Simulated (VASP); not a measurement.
# Mg (P6_3/mmc) in VASP: further runs

Runs on Mg. Level: PBEsol. Tasks: single point, relaxation of cell and atoms.

All numbers are computed with VASP 6.6.1; they aren't measurements. Logs are shortened: lines on timing, memory, paths and dates and some standing lists are left out, and cuts for length are marked.

## 1. The cell of the first run

It takes space group P6_3/mmc (No. 194, hexagonal). Conventional cell: a = 3.129 Å, b = 3.129 Å, c = 5.350 Å, α = 90.00°, β = 90.00°, γ = 120.00°. Mg (site symmetry -6m2) has 12 Mg at 3.13 to 3.23 Å within 4.1 Å.

## 2. Single point, PBEsol

Input file INCAR:

```
SYSTEM = Mg
PREC = Accurate
ENCUT = 520
EDIFF = 1E-6
ISMEAR = -1
SIGMA = 0.05
LREAL = .FALSE.
LASPH = .TRUE.
NELM = 60
ALGO = Normal
ISIF = 2
LWAVE = .FALSE.
LCHARG = .FALSE.
GGA = PS
NBANDS = 9
```

Input file KPOINTS:

```
regular mesh
0
G
  7 7 4
  0 0 0
```

Input file POSCAR:

```
Mg
1.0
    3.1294484109      0.0000000000      0.0000000000
   -1.5647242055      2.7101818237      0.0000000000
    0.0000000000      0.0000000000      5.3497765837
Mg
2
Direct
    0.3333333333      0.6666666667      0.2500000000
    0.6666666667      0.3333333333      0.7500000000
```

Potentials or basis: VASP PAW PBE potentials, release 64 (Mg).

Launch:

```sh
> cat potpaw_PBE.64/Mg/POTCAR > POTCAR
> mpirun -np 1 vasp_std > vasp.out
```

OUTCAR:

```text
SYSTEM = Mg
   PREC = Accurate
   ENCUT = 520
   EDIFF = 1E-6
   ISMEAR = -1
   LREAL = .FALSE.
   LASPH = .TRUE.
   NELM = 60
   ISIF = 2
   GGA = PS

 ion  position               nearest neighbor table
   1  0.333  0.667  0.250-   2 3.23   2 3.23   2 3.23   2 3.23   2 3.23   2 3.23
   2  0.667  0.333  0.750-   1 3.23   1 3.23   1 3.23   1 3.23   1 3.23   1 3.23

  LATTYP: Found a hexagonal cell.
 ALAT       =     3.1294484109
 C/A-ratio  =     1.7094950551

  Lattice vectors:

 A1 = (   3.1294484109,   0.0000000000,   0.0000000000)
 A2 = (  -1.5647242055,   2.7101818237,   0.0000000000)
 A3 = (   0.0000000000,   0.0000000000,   5.3497765837)

Analysis of symmetry for initial positions (statically):
=====================================================================
 Subroutine PRICEL returns:
 Original cell was already a primitive cell.

 Routine SETGRP: Setting up the symmetry group for a
 hexagonal supercell.

 Subroutine GETGRP returns: Found 24 space group operations
 (whereof 12 operations were pure point group operations)
 out of a pool of 24 trial point group operations.

The static configuration has the point symmetry D_3d.
 The point group associated with its full space group is D_6h.

Analysis of symmetry for dynamics (positions and initial velocities):
=====================================================================
 Subroutine PRICEL returns:
 Original cell was already a primitive cell.

 Routine SETGRP: Setting up the symmetry group for a
 hexagonal supercell.

 Subroutine GETGRP returns: Found 24 space group operations
 (whereof 12 operations were pure point group operations)
 out of a pool of 24 trial point group operations.

The dynamic configuration has the point symmetry D_3d.
 The point group associated with its full space group is D_6h.

 Subroutine INISYM returns: Found 24 space group operations
 (whereof 12 operations are pure point group operations),
 and found     1 'primitive' translations

----------------------------------------------------------------------------------------

                                     Primitive cell

  volume of cell :      45.3735

  direct lattice vectors                    reciprocal lattice vectors
     3.129448411  0.000000000  0.000000000     0.319545130  0.184489467  0.000000000
    -1.564724205  2.710181824  0.000000000     0.000000000  0.368978934  0.000000000
     0.000000000  0.000000000  5.349776584     0.000000000  0.000000000  0.186923694

  length of vectors
     3.129448411  3.129448411  5.349776584     0.368978934  0.368978934  0.186923694

  position of ions in fractional coordinates (direct lattice)
     0.333333333  0.666666667  0.250000000
     0.666666667  0.333333333  0.750000000

  ion indices of the primitive-cell ions
   primitive index   ion index
                 1           1
                 2           2

----------------------------------------------------------------------------------------

 KPOINTS: regular mesh

Automatic generation of k-mesh.
 Grid dimensions read from file:
 generate k-points for:    7    7    4

 Generating k-lattice:

  Cartesian coordinates                     Fractional coordinates (reciprocal lattice)
     0.045649304  0.026355638  0.000000000     0.142857143  0.000000000  0.000000000
     0.000000000  0.052711276  0.000000000     0.000000000  0.142857143  0.000000000
     0.000000000  0.000000000  0.046730923     0.000000000  0.000000000  0.250000000

  Length of vectors
     0.052711276  0.052711276  0.046730923

  Shift w.r.t. Gamma in fractional coordinates (k-lattice)
     0.000000000  0.000000000  0.000000000

 Subroutine IBZKPT returns following result:
 ===========================================

 Found     24 irreducible k-points:

 Following reciprocal coordinates:
            Coordinates               Weight
  0.000000  0.000000  0.000000      1.000000
  0.142857  0.000000  0.000000      6.000000
  0.285714  0.000000  0.000000      6.000000
  0.428571  0.000000  0.000000      6.000000
  0.142857  0.142857  0.000000      6.000000
  0.285714  0.142857  0.000000     12.000000
[... 16 lines left out ...]
  0.428571  0.142857  0.500000      6.000000
  0.285714  0.285714  0.500000      6.000000
   k-points           NKPTS =     24   k-points in BZ     NKDIM =     24   number of bands    NBANDS=      9
   number of dos      NEDOS =    301   number of ions     NIONS =      2
   total plane-waves  NPLWV =  23040
   dimension x,y,z NGX =    24 NGY =   24 NGZ =   40
   dimension x,y,z NGXF=    48 NGYF=   48 NGZF=   80
   ions per type =               2
   NGX,Y,Z   is equivalent  to a cutoff of  12.75, 12.75, 12.43 a.u.
   NGXF,Y,Z  is equivalent  to a cutoff of  25.50, 25.50, 24.86 a.u.
 SYSTEM =  Mg
   PREC   = accura    normal or accurate (medium, high low for compatibility)
   ISTART =      0    job   : 0-new  1-cont  2-samecut
   ICHARG =      2    charge: 1-file 2-atom 10-const
   ISPIN  =      1    spin polarized calculation?
   LNONCOLLINEAR =      F non collinear calculations
   LSORBIT =      F    spin-orbit coupling
   LASPH  =      T    aspherical Exc in radial PAW
   ENCUT  =  520.0 eV  38.22 Ry    6.18 a.u.   5.82  5.82  9.95*2*pi/ulx,y,z
   NELM   =     60;   NELMIN=  2; NELMDL= -5     # of ELM steps
   EDIFF  = 0.1E-05   stopping-criterion for ELM
   LREAL  =      F    real-space projection
   EDIFFG = 0.1E-04   stopping-criterion for IOM
   NSW    =      0    number of steps for IOM
   IBRION =     -1    ionic relax: 0-MD 1-quasi-New 2-CG
   NFREE  =      0    steps in history (QN), initial steepest desc. (CG)
   ISIF   =      2    stress and relaxation
   ISYM   =      2    0-nonsym 1-usesym 2-fastsym
   POTIM  = 0.5000    time-step for ionic-motion
   TEBEG  =    0.0;   TEEND  =   0.0 temperature during run
   PSTRESS=    0.0 pullay stress
   NELECT =       4.0000    total number of electrons
   NUPDOWN=      -1.0000    fix difference up-down
   EMIN   =  10.00;   EMAX   =-10.00  energy-range for DOS
   EFERMI =   0.00;   METHOD = LEGACY
   ISMEAR =    -1;   SIGMA  =   0.05  broadening in eV -4-tet -1-fermi 0-gaus
   EFERMI_NEDOS =   21; number of points for ismear=-14 and -15
   IALGO  =     38    algorithm
   IMIX   =      4    mixing-type and parameters
     AMIX     =   0.40;   BMIX     =  1.00
     AMIX_MAG =   1.60;   BMIX_MAG =  1.00
  volume/ion in A,a.u.               =      22.69       153.10
  Fermi-wavevector in a.u.,A,eV,Ry     =   0.728608  1.376870  7.222929  0.530870
  Thomas-Fermi vector in A             =   1.820124
   LORBIT       =      0    0 simple, 1 ext, 2 COOP (PROOUT), +10 PAW based schemes
   GGA     = PS    functional components
   LHFCALC =     F    Hartree Fock is set to
   AEXX    =    0.0000 exact exchange contribution
   IVDW    =     0    specifies the selected vdW correction
   LEPSILON=     F    determine dielectric tensor
   LRPA    =     F    only Hartree local field effects (RPA)
 non-spin polarized calculation
  energy-cutoff  :      520.00
  volume of cell :       45.37
 maximum number of plane-waves:      1238
 NGX is ok and might be reduce to    24
   NGX = 11   NGY = 11   NGZ = 19

 number of electron       4.0000000 magnetization

 Free energy of the ion-electron system (eV)
  ---------------------------------------------------
  ext. energy  EPLUGINS =         0.00000000
  ---------------------------------------------------
  free energy    TOTEN  =        -3.48253871 eV

  energy without entropy =       -3.47566299  energy(sigma->0) =       -3.47910085

 E-fermi :   2.6598     XC(G=0):  -8.5699

 val. band max:        2.6013780325   @ k =   0.4286   0.1429   0.5000
 cond. band min:       2.7364090108   @ k =   0.4286   0.0000   0.2500
 fundamental gap:      0.1350309783
 Fermi energy:         2.6597680800

 k-point     1 :       0.0000    0.0000    0.0000
  band No.  band energies     occupation
      1      -4.3271      2.00000
      2       0.6950      2.00000
      3       0.9444      2.00000
      4      14.0217      0.00000
      5      14.1997      0.00000
      6      14.1997      0.00000
      7      14.4635      0.00000
      8      14.4635      0.00000
      9      15.8126      0.00000

 k-point     2 :       0.1429    0.0000    0.0000
  band No.  band energies     occupation
      1      -3.9087      2.00000
      2       1.0793      2.00000
      3       1.3515      2.00000
      4       9.9867      0.00000
      5      12.2649      0.00000
      6      12.7804      0.00000
      7      14.4806      0.00000
      8      14.5808      0.00000
      9      16.0881      0.00000

 k-point     3 :       0.2857    0.0000    0.0000
  band No.  band energies     occupation
      1      -2.6648      2.00000
      2       2.2340      1.99960
      3       2.5116      1.90171
      4       5.8696      0.00000
      5      10.1511      0.00000
      6      10.3780      0.00000
      7      10.8823      0.00000
      8      12.5773      0.00000
      9      15.1411      0.00000

 k-point     4 :       0.4286    0.0000    0.0000
  band No.  band energies     occupation
      1      -0.6305      2.00000
      2       2.0898      1.99998
      3       4.1610      0.00000
      4       4.7113      0.00000
      5       6.8926      0.00000
      6       7.2589      0.00000
      7      10.1922      0.00000
      8      11.5034      0.00000
      9      14.3394      0.00000
[... 205 lines left out ...]
 k-point    22 :       0.2857    0.1429    0.5000
  band No.  band energies     occupation
      1      -0.1711      2.00000
      2      -0.1711      2.00000
      3       5.3405      0.00000
      4       5.3405      0.00000
      5       8.0104      0.00000
      6       8.0104      0.00000
      7      10.1636      0.00000
      8      10.1636      0.00000
      9      14.8620      0.00000

 k-point    23 :       0.4286    0.1429    0.5000
  band No.  band energies     occupation
      1       1.8804      2.00000
      2       1.8804      2.00000
      3       2.6014      1.52549
      4       2.6014      1.52549
      5       7.7421      0.00000
      6       7.7421      0.00000
      7      11.9449      0.00000
      8      11.9449      0.00000
      9      12.4067      0.00000

 k-point    24 :       0.2857    0.2857    0.5000
  band No.  band energies     occupation
      1       1.7725      2.00000
      2       1.7725      2.00000
      3       4.2057      0.00000
      4       4.2057      0.00000
      5       5.1806      0.00000
      6       5.1806      0.00000
      7      11.8182      0.00000
      8      11.8182      0.00000
      9      14.0705      0.00000

------------------------ aborting loop because EDIFF is reached ----------------------------------------

  FORCE on cell =-STRESS in cart. coord.  units (eV):
  Direction    XX          YY          ZZ          XY          YZ          ZX
  --------------------------------------------------------------------------------------
  -------------------------------------------------------------------------------------
  Total       -0.0034522     -0.0034522     -0.0263896      0.0000000     -0.0000000      0.0000000
  in kB       -0.1219010     -0.1219010     -0.9318399      0.0000000     -0.0000000      0.0000000
  external PRESSURE =      -0.3918806 kB  Pullay stress =       0.0000000 kB

 VOLUME and BASIS-vectors are now :
 -----------------------------------------------------------------------------
  energy-cutoff  :      520.00
  volume of cell :       45.37
      direct lattice vectors                 reciprocal lattice vectors
     3.129448411  0.000000000  0.000000000     0.319545130  0.184489467  0.000000000
    -1.564724205  2.710181824  0.000000000     0.000000000  0.368978934  0.000000000
     0.000000000  0.000000000  5.349776584     0.000000000  0.000000000  0.186923694

 POSITION                                       TOTAL-FORCE (eV/Angst)
 -----------------------------------------------------------------------------------
     -0.00000      1.80679      1.33744         0.000000      0.000000      0.000000
      1.56472      0.90339      4.01233        -0.000000     -0.000000      0.000000
 -----------------------------------------------------------------------------------
    total drift:                               -0.000000      0.000000     -0.000000

  FREE ENERGIE OF THE ION-ELECTRON SYSTEM (eV)
  ---------------------------------------------------
  free  energy   TOTEN  =        -3.4825387062 eV

  energy  without entropy=       -3.4756629907  energy(sigma->0) =       -3.47910085
```

Wall time 14 s (1 thread of AMD EPYC 7R13, shared host); peak memory 0.13 GiB.

What came out:

- Free energy: -3.4825 eV
- Pressure: 0.0 GPa
- Band gap on the k mesh: zero (band 2 reaches 3.36 eV, above the bottom of band 3 at 0.94 eV)

Stress tensor (GPa, compression positive):
```
-0.01  0.00  0.00
 0.00 -0.01  0.00
 0.00  0.00 -0.09
```

Levels at points of the mesh, in eV from the Fermi level:
| k point | band 1 | band 2 | band 3 | band 4 | band 5 |
| --- | --- | --- | --- | --- | --- |
| (0.00, 0.00, 0.00) | -6.99 | -1.96 | -1.72 | 11.36 | 11.54 |
| (0.00, 0.00, 0.50) | -5.68 | -5.68 | 4.29 | 4.29 | 12.23 |

Caveat: the PAW data sets were made with another functional, which shifts forces and pressure a little.

(Continued in part 2 of 2.)
